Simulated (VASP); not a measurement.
# BP (F-43m) in VASP: a series of runs

The runs below take BP through single point, with HSE06.

Program: VASP 6.6.1. These are calculated values, not measurements. Logs are shortened: lines on timing, memory, paths and dates and some standing lists are left out, and cuts for length are marked.

**1. The cell of the first run**

Symmetry: F-43m, No. 216, cubic system. The conventional cell has a = 4.433 Å, b = 4.433 Å, c = 4.433 Å, α = 90.00°, β = 90.00°, γ = 90.00°. B (site symmetry -43m) has 4 P at 1.92 Å within 2.5 Å. Within 2.5 Å of P (site symmetry -43m) lie 4 B at 1.92 Å.

**2. Single point, HSE06 (10.89 Å³/atom)**

POSCAR reads:

```
BP
1.0
    0.0000000000      2.2162790384      2.2162790384
    2.2162790384      0.0000000000      2.2162790384
    2.2162790384      2.2162790384      0.0000000000
B P
1 1
Direct
    0.0000000000      0.0000000000      0.0000000000
    0.2500000000      0.2500000000      0.2500000000
```

INCAR.step1 reads:

```
SYSTEM = BP
ALGO = Normal
EDIFF = 1E-5
ENCUT = 520
GGA = PE
ISIF = 2
ISMEAR = 0
LASPH = .TRUE.
LREAL = .FALSE.
LWAVE = .TRUE.
NBANDS = 11
NELM = 80
PREC = Accurate
SIGMA = 0.02
```

INCAR.step2 reads:

```
SYSTEM = BP
ALGO = Normal
EDIFF = 1E-6
ENCUT = 520
GGA = PE
HFSCREEN = 0.2079
ISIF = 2
ISMEAR = 0
ISTART = 1
LASPH = .TRUE.
LCHARG = .TRUE.
LELF = .TRUE.
LHFCALC = .TRUE.
LREAL = .FALSE.
LVHAR = .TRUE.
LWAVE = .FALSE.
NBANDS = 11
NELM = 80
PREC = Accurate
PRECFOCK = Normal
SIGMA = 0.02
```

KPOINTS reads:

```
k-points
0
G
  6 6 6
  0 0 0
```

Potentials or basis: VASP PAW PBE potentials, release 64 (B, P).

Run with:

```
$ cat potpaw_PBE.64/B/POTCAR potpaw_PBE.64/P/POTCAR > POTCAR
$ cp INCAR.step1 INCAR
$ mpirun -np 1 vasp_std > vasp.out
$ cp INCAR.step2 INCAR
$ mpirun -np 1 vasp_std > vasp.out
```

OUTCAR:

```text
SYSTEM = BP
   EDIFF = 1E-6
   ENCUT = 520
   GGA = PE
   HFSCREEN = 0.2079
   ISIF = 2
   ISMEAR = 0
   ISTART = 1
   LASPH = .TRUE.
   LHFCALC = .TRUE.
   LREAL = .FALSE.
   NELM = 80
   PREC = Accurate
   PRECFOCK = Normal

 ion  position               nearest neighbor table
   1  0.000  0.000  0.000-   2 1.92   2 1.92   2 1.92   2 1.92
   2  0.250  0.250  0.250-   1 1.92   1 1.92   1 1.92   1 1.92

  LATTYP: Found a face centered cubic cell.
 ALAT       =     4.4325580768

  Lattice vectors:

 A1 = (   0.0000000000,   2.2162790384,   2.2162790384)
 A2 = (   2.2162790384,   0.0000000000,   2.2162790384)
 A3 = (   2.2162790384,   2.2162790384,   0.0000000000)

Analysis of symmetry for initial positions (statically):
=====================================================================
 Subroutine PRICEL returns:
 Original cell was already a primitive cell.

 Routine SETGRP: Setting up the symmetry group for a
 face centered cubic supercell.

 Subroutine GETGRP returns: Found 24 space group operations
 (whereof 24 operations were pure point group operations)
 out of a pool of 48 trial point group operations.

The static configuration has the point symmetry T_d .

Analysis of symmetry for dynamics (positions and initial velocities):
=====================================================================
 Subroutine PRICEL returns:
 Original cell was already a primitive cell.

 Routine SETGRP: Setting up the symmetry group for a
 face centered cubic supercell.

 Subroutine GETGRP returns: Found 24 space group operations
 (whereof 24 operations were pure point group operations)
 out of a pool of 48 trial point group operations.

The dynamic configuration has the point symmetry T_d .

 Subroutine INISYM returns: Found 24 space group operations
 (whereof 24 operations are pure point group operations),
 and found     1 'primitive' translations

----------------------------------------------------------------------------------------

                                     Primitive cell

  volume of cell :      21.7722

  direct lattice vectors                    reciprocal lattice vectors
     0.000000000  2.216279038  2.216279038    -0.225603361  0.225603361  0.225603361
     2.216279038  0.000000000  2.216279038     0.225603361 -0.225603361  0.225603361
     2.216279038  2.216279038  0.000000000     0.225603361  0.225603361 -0.225603361

  length of vectors
     3.134291874  3.134291874  3.134291874     0.390756484  0.390756484  0.390756484

  position of ions in fractional coordinates (direct lattice)
     0.000000000  0.000000000  0.000000000
     0.250000000  0.250000000  0.250000000

  ion indices of the primitive-cell ions
   primitive index   ion index
                 1           1
                 2           2

----------------------------------------------------------------------------------------

 KPOINTS: k-points

Automatic generation of k-mesh.
 Grid dimensions read from file:
 generate k-points for:    6    6    6

 Generating k-lattice:

  Cartesian coordinates                     Fractional coordinates (reciprocal lattice)
    -0.037600560  0.037600560  0.037600560     0.166666667  0.000000000  0.000000000
     0.037600560 -0.037600560  0.037600560     0.000000000  0.166666667  0.000000000
     0.037600560  0.037600560 -0.037600560     0.000000000  0.000000000  0.166666667

  Length of vectors
     0.065126081  0.065126081  0.065126081

  Shift w.r.t. Gamma in fractional coordinates (k-lattice)
     0.000000000  0.000000000  0.000000000

 Subroutine IBZKPT returns following result:
 ===========================================

 Found     16 irreducible k-points:

 Following reciprocal coordinates:
            Coordinates               Weight
  0.000000  0.000000  0.000000      1.000000
  0.166667  0.000000  0.000000      8.000000
  0.333333  0.000000  0.000000      8.000000
  0.500000  0.000000  0.000000      4.000000
  0.166667  0.166667  0.000000      6.000000
  0.333333  0.166667  0.000000     24.000000
[... 8 lines left out ...]
 -0.333333  0.333333  0.166667     24.000000
 -0.333333  0.500000  0.166667     12.000000
   k-points           NKPTS =     16   k-points in BZ     NKDIM =    216   number of bands    NBANDS=     11
   number of dos      NEDOS =    301   number of ions     NIONS =      2
   total plane-waves  NPLWV =  13824
   dimension x,y,z NGX =    24 NGY =   24 NGZ =   24
   dimension x,y,z NGXF=    48 NGYF=   48 NGZF=   48
   ions per type =               1   1
   NGX,Y,Z   is equivalent  to a cutoff of  12.73, 12.73, 12.73 a.u.
   NGXF,Y,Z  is equivalent  to a cutoff of  25.46, 25.46, 25.46 a.u.
 SYSTEM =  BP
   PREC   = accura    normal or accurate (medium, high low for compatibility)
   ISTART =      1    job   : 0-new  1-cont  2-samecut
   ICHARG =      0    charge: 1-file 2-atom 10-const
   ISPIN  =      1    spin polarized calculation?
   LNONCOLLINEAR =      F non collinear calculations
[... 70 lines left out ...]
      2       7.8604      2.00000
      3       7.8604      2.00000
      4       7.8604      2.00000
      5      12.3181      0.00000
      6      12.3181      0.00000
      7      12.3181      0.00000
      8      17.7001      0.00000
      9      20.9934      0.00000
     10      21.5424      0.00000
     11      21.5424      0.00000

 k-point     2 :       0.1667    0.0000    0.0000
  band No.  band energies     occupation
      1      -9.3444      2.00000
      2       4.6456      2.00000
      3       7.1100      2.00000
      4       7.1100      2.00000
      5      13.1169      0.00000
      6      13.3411      0.00000
      7      13.3411      0.00000
      8      18.8105      0.00000
      9      20.1784      0.00000
     10      20.1784      0.00000
     11      22.4131      0.00000

 k-point     3 :       0.3333    0.0000    0.0000
  band No.  band energies     occupation
      1      -7.6827      2.00000
      2       0.0800      2.00000
      3       6.1743      2.00000
      4       6.1743      2.00000
      5      13.1425      0.00000
      6      13.8610      0.00000
      7      13.8610      0.00000
      8      19.6796      0.00000
      9      21.3746      0.00000
     10      21.3746      0.00000
     11      23.4144      0.00000

 k-point     4 :       0.5000    0.0000    0.0000
  band No.  band energies     occupation
      1      -5.9627      2.00000
      2      -2.6959      2.00000
      3       5.8340      2.00000
      4       5.8340      2.00000
      5      13.0595      0.00000
      6      13.6291      0.00000
      7      13.6291      0.00000
      8      19.4672      0.00000
      9      24.5675      0.00000
     10      24.5675      0.00000
     11      24.9212      0.00000

 k-point     5 :       0.1667    0.1667    0.0000
  band No.  band energies     occupation
      1      -9.1505      2.00000
      2       5.7632      2.00000
      3       5.8648      2.00000
      4       5.8648      2.00000
      5      11.1790      0.00000
      6      15.1385      0.00000
      7      15.1385      0.00000
      8      16.1261      0.00000
      9      20.7288      0.00000
     10      22.3501      0.00000
     11      23.3033      0.00000
[... 99 lines left out ...]
 k-point    13 :       0.5000    0.5000    0.0000
  band No.  band energies     occupation
      1      -4.1222      2.00000
      2      -2.1139      2.00000
      3       3.0551      2.00000
      4       3.0551      2.00000
      5       9.7751      0.00000
      6      10.2081      0.00000
      7      22.3924      0.00000
      8      22.3924      0.00000
      9      25.7555      0.00000
     10      26.7909      0.00000
     11      28.2008      0.00000

 k-point    14 :       0.5000    0.3333    0.1667
  band No.  band energies     occupation
      1      -6.2393      2.00000
      2       0.4054      2.00000
      3       2.0335      2.00000
      4       4.0725      2.00000
      5      12.8710      0.00000
      6      14.4205      0.00000
      7      15.9418      0.00000
      8      19.3081      0.00000
      9      22.7524      0.00000
     10      23.4369      0.00000
     11      28.4415      0.00000

 k-point    15 :      -0.3333    0.3333    0.1667
  band No.  band energies     occupation
      1      -4.6257      2.00000
      2      -1.5676      2.00000
      3       1.4826      2.00000
      4       3.2225      2.00000
      5      13.3167      0.00000
      6      14.9070      0.00000
      7      18.2082      0.00000
      8      18.8289      0.00000
      9      20.2339      0.00000
     10      24.9467      0.00000
     11      28.0970      0.00000

 k-point    16 :      -0.3333    0.5000    0.1667
  band No.  band energies     occupation
      1      -3.8553      2.00000
      2      -1.6784      2.00000
      3       1.6726      2.00000
      4       1.7954      2.00000
      5      12.5843      0.00000
      6      13.3743      0.00000
      7      18.8427      0.00000
      8      19.5808      0.00000
      9      23.0010      0.00000
     10      26.4385      0.00000
     11      27.0487      0.00000

------------------------ aborting loop because EDIFF is reached ----------------------------------------

  FORCE on cell =-STRESS in cart. coord.  units (eV):
  Direction    XX          YY          ZZ          XY          YZ          ZX
  --------------------------------------------------------------------------------------
  -------------------------------------------------------------------------------------
  Total        1.5504642      1.5504642      1.5504642      0.0000000      0.0000000     -0.0000000
  in kB      114.0956270    114.0956270    114.0956270      0.0000000      0.0000000     -0.0000000
  external PRESSURE =     114.0956270 kB  Pullay stress =       0.0000000 kB

 VOLUME and BASIS-vectors are now :
 -----------------------------------------------------------------------------
  energy-cutoff  :      520.00
  volume of cell :       21.77
      direct lattice vectors                 reciprocal lattice vectors
     0.000000000  2.216279038  2.216279038    -0.225603361  0.225603361  0.225603361
     2.216279038  0.000000000  2.216279038     0.225603361 -0.225603361  0.225603361
     2.216279038  2.216279038  0.000000000     0.225603361  0.225603361 -0.225603361

 POSITION                                       TOTAL-FORCE (eV/Angst)
 -----------------------------------------------------------------------------------
      0.00000      0.00000      0.00000         0.000000      0.000000      0.000000
      1.10814      1.10814      1.10814        -0.000000     -0.000000     -0.000000
 -----------------------------------------------------------------------------------
    total drift:                                0.000000      0.000000      0.000000

  FREE ENERGIE OF THE ION-ELECTRON SYSTEM (eV)
  ---------------------------------------------------
  free  energy   TOTEN  =       -14.7801992761 eV

  energy  without entropy=      -14.7801992761  energy(sigma->0) =      -14.78019928
```

Run time: 5.6 min. Hardware: 1 thread of AMD EPYC 7R43 (Zen 3), shared host; peak memory 0.2 GiB.

Results:

```yaml
Free_energy: -14.7802 eV
Pressure: 11.4 GPa
Band_gap_on_the_k_mesh: 1.91 eV (least direct gap 4.46 eV)
```

Caveat: the cell stands under pressure; the PAW data sets were made with another functional, which shifts forces and pressure a little.

**3. Single point, HSE06 (11.23 Å³/atom)**

This run uses another cell than the first one, of 11.23 Å³/atom.

POSCAR reads:

```
BP
1.0
    0.0000000000      2.2396100060      2.2396100060
    2.2396100060      0.0000000000      2.2396100060
    2.2396100060      2.2396100060      0.0000000000
B P
1 1
Direct
    0.0000000000      0.0000000000      0.0000000000
    0.2500000000      0.2500000000      0.2500000000
```

INCAR.step1 reads:

```
SYSTEM = BP
ALGO = Normal ; EDIFF = 1E-5
ENCUT = 520 ; GGA = PE
ISIF = 2 ; ISMEAR = 0
LASPH = .True. ; LREAL = .False.
LWAVE = .True. ; NBANDS = 11
NELM = 60 ; PREC = Accurate
SIGMA = 0.02
```

INCAR.step2 reads:

```
SYSTEM = BP
ALGO = Normal ; EDIFF = 1E-6
ENCUT = 520 ; GGA = PE
HFSCREEN = 0.2079 ; ISIF = 2
ISMEAR = 0 ; ISTART = 1
LASPH = .True. ; LCHARG = .True.
LELF = .True. ; LHFCALC = .True.
LREAL = .False. ; LVHAR = .True.
LWAVE = .False. ; NBANDS = 11
NELM = 60 ; PREC = Accurate
PRECFOCK = Normal ; SIGMA = 0.02
```

KPOINTS reads:

```
k-points
0
Gamma
  6 6 6
  0 0 0
```

Potentials or basis: VASP PAW PBE potentials, release 64 (B, P).

Run with:

```
$ cat potpaw_PBE.64/B/POTCAR potpaw_PBE.64/P/POTCAR > POTCAR
$ cp INCAR.step1 INCAR
$ mpirun -np 1 vasp_std > vasp.out
$ cp INCAR.step2 INCAR
$ mpirun -np 1 vasp_std > vasp.out
```

It took 8 min on 1 thread of AMD EPYC 7R43 (Zen 3), shared host; peak memory 0.2 GiB.

Results (log left out):

```
Free energy            : -14.8158 eV
Pressure               : 5.0 GPa
Band gap on the k mesh : 1.98 eV (least direct gap 4.40 eV)
```

Levels at points of the mesh, in eV from the valence-band top:
```tsv
k point	band 2	band 3	band 4	band 5	band 6	band 7
(0.00, 0.00, 0.00)	0.00	0.00	0.00	4.40	4.40	4.40
(0.50, 0.00, 0.00)	-10.30	-1.99	-1.99	4.99	5.75	5.75
(0.50, 0.50, 0.00)	-9.79	-4.68	-4.68	1.98	2.37	14.22
```

Caveat: the cell stands under pressure; the PAW data sets were made with another functional, which shifts forces and pressure a little. A k mesh can miss the band edges.

**4. Single point, HSE06 (11.93 Å³/atom)**

This run uses another cell than the first one, of 11.93 Å³/atom.

POSCAR reads:

```
BP
1.0
    0.0000000000      2.2848668458      2.2848668458
    2.2848668458      0.0000000000      2.2848668458
    2.2848668458      2.2848668458      0.0000000000
B P
1 1
Direct
    0.0000000000      0.0000000000      0.0000000000
    0.2500000000      0.2500000000      0.2500000000
```

INCAR.step1 reads:

```
ALGO     = Normal         # electronic algorithm
EDIFF    = 1E-5           # SCF threshold, eV
ENCUT    = 520            # plane-wave cutoff, eV
GGA      = PE             # functional
ISIF     = 2              # what is computed and relaxed
ISMEAR   = 0              # smearing method
LASPH    = True           # aspherical terms in the spheres
LCHARG   = False          # write CHGCAR
LREAL    = False          # projectors in reciprocal space
LWAVE    = True           # write WAVECAR
NBANDS   = 11             # bands
NELM     = 80             # most SCF steps
PREC     = Accurate       # precision mode
SIGMA    = 0.02           # smearing width, eV
```

INCAR.step2 reads:

```
ALGO     = Normal         # electronic algorithm
EDIFF    = 1E-6           # SCF threshold, eV
ENCUT    = 520            # plane-wave cutoff, eV
GGA      = PE             # functional
HFSCREEN = 0.2079         # screening, 1/A
ISIF     = 2              # what is computed and relaxed
ISMEAR   = 0              # smearing method
ISTART   = 1            
LASPH    = True           # aspherical terms in the spheres
LCHARG   = False          # write CHGCAR
LHFCALC  = True           # exact exchange
LREAL    = False          # projectors in reciprocal space
LWAVE    = False          # write WAVECAR
NBANDS   = 11             # bands
NELM     = 80             # most SCF steps
PREC     = Accurate       # precision mode
PRECFOCK = Normal       
SIGMA    = 0.02           # smearing width, eV
```

KPOINTS reads:

```
k-points
0
Gamma
  6 6 6
```

Run with:

```
$ cat potpaw_PBE.64/B/POTCAR potpaw_PBE.64/P/POTCAR > POTCAR
$ cp INCAR.step1 INCAR
$ mpirun -np 1 vasp_std > vasp.out
$ cp INCAR.step2 INCAR
$ mpirun -np 1 vasp_std > vasp.out
```

Run time: 7.4 min. Hardware: 1 thread of AMD EPYC 7R43 (Zen 3), shared host; peak memory 0.21 GiB.

It converged, with:

```
Free energy            : -14.8127 eV
Pressure               : -5.4 GPa
Band gap on the k mesh : 2.10 eV (least direct gap 4.30 eV)
```

Levels at points of the mesh, in eV from the valence-band top:
```
           k point  band 2  band 3  band 4  band 5  band 6  band 7
(0.00, 0.00, 0.00)    0.00    0.00    0.00    4.30    4.30    4.30
(0.50, 0.00, 0.00)   -9.83   -1.90   -1.90    4.61    5.71    5.71
(0.50, 0.50, 0.00)   -9.46   -4.44   -4.44    2.10    2.43   13.63
```

Caveat: the cell stands under tension; the PAW data sets were made with another functional, which shifts forces and pressure a little. A k mesh can miss the band edges.

**5. Single point, HSE06 (12.28 Å³/atom)**

This run uses another cell than the first one, of 12.28 Å³/atom.

POSCAR reads:

```
BP
1.0
    0.0000000000      2.3068380672      2.3068380672
    2.3068380672      0.0000000000      2.3068380672
    2.3068380672      2.3068380672      0.0000000000
B P
1 1
Direct
    0.0000000000      0.0000000000      0.0000000000
    0.2500000000      0.2500000000      0.2500000000
```

INCAR.step1 reads:

```
SYSTEM = BP
PREC = Accurate ; ENCUT = 520
EDIFF = 1E-5 ; ISMEAR = 0
SIGMA = 0.02 ; LREAL = .False.
LASPH = .True. ; NELM = 60
ALGO = Normal ; ISIF = 2
LWAVE = .True. ; LCHARG = .False.
GGA = PE ; NBANDS = 11
```

INCAR.step2 reads:

```
SYSTEM = BP
PREC = Accurate ; ENCUT = 520
EDIFF = 1E-6 ; ISMEAR = 0
SIGMA = 0.02 ; LREAL = .False.
LASPH = .True. ; NELM = 60
ALGO = Normal ; ISIF = 2
LWAVE = .False. ; LCHARG = .False.
GGA = PE ; LHFCALC = .True.
HFSCREEN = 0.2079 ; PRECFOCK = Normal
ISTART = 1 ; NBANDS = 11
```

KPOINTS reads:

```
regular mesh
0
Gamma
  6 6 6
  0 0 0
```

Run with:

```
$ cat potpaw_PBE.64/B/POTCAR potpaw_PBE.64/P/POTCAR > POTCAR
$ cp INCAR.step1 INCAR
$ mpirun -np 1 vasp_std > vasp.out
$ cp INCAR.step2 INCAR
$ mpirun -np 1 vasp_std > vasp.out
```

Wall time 6.8 min (1 thread of AMD EPYC 7R43 (Zen 3), shared host); peak memory 0.21 GiB.

It converged, with:

```
Free energy            : -14.7803 eV
Pressure               : -9.6 GPa
Band gap on the k mesh : 2.16 eV (least direct gap 4.26 eV)
```

Levels at points of the mesh, in eV from the valence-band top:
```csv
k point,band 2,band 3,band 4,band 5,band 6,band 7
"(0.00, 0.00, 0.00)",0.00,0.00,0.00,4.26,4.26,4.26
"(0.50, 0.00, 0.00)",-9.62,-1.86,-1.86,4.43,5.69,5.69
"(0.50, 0.50, 0.00)",-9.30,-4.33,-4.33,2.16,2.45,13.35
```

Caveat: the cell stands under tension; the PAW data sets were made with another functional, which shifts forces and pressure a little.

**6. The runs side by side**

| cell | gap on the mesh (eV) | pressure (GPa) |
| --- | --- | --- |
| a = 3.134 Å, angles 60.0°, 2 atoms | 1.91 | 11.4 |
| a = 3.167 Å, angles 60.0°, 2 atoms | 1.98 | 5.0 |
| a = 3.231 Å, angles 60.0°, 2 atoms | 2.10 | -5.4 |
| a = 3.262 Å, angles 60.0°, 2 atoms | 2.16 | -9.6 |

Alike in all rows: task single point; level HSE06; potentials or basis VASP PAW PBE potentials, release 64 (B, P); no spin polarisation; k mesh 6 × 6 × 6; cutoff (eV) 520; smearing gaussian 0.02 eV.

Caveats: the PAW data sets were made with another functional, which shifts forces and pressure a little; the cell stands under pressure (at least some runs); the cell stands under tension (at least some runs).

Absolute energies hang on the potentials; compare differences alone.
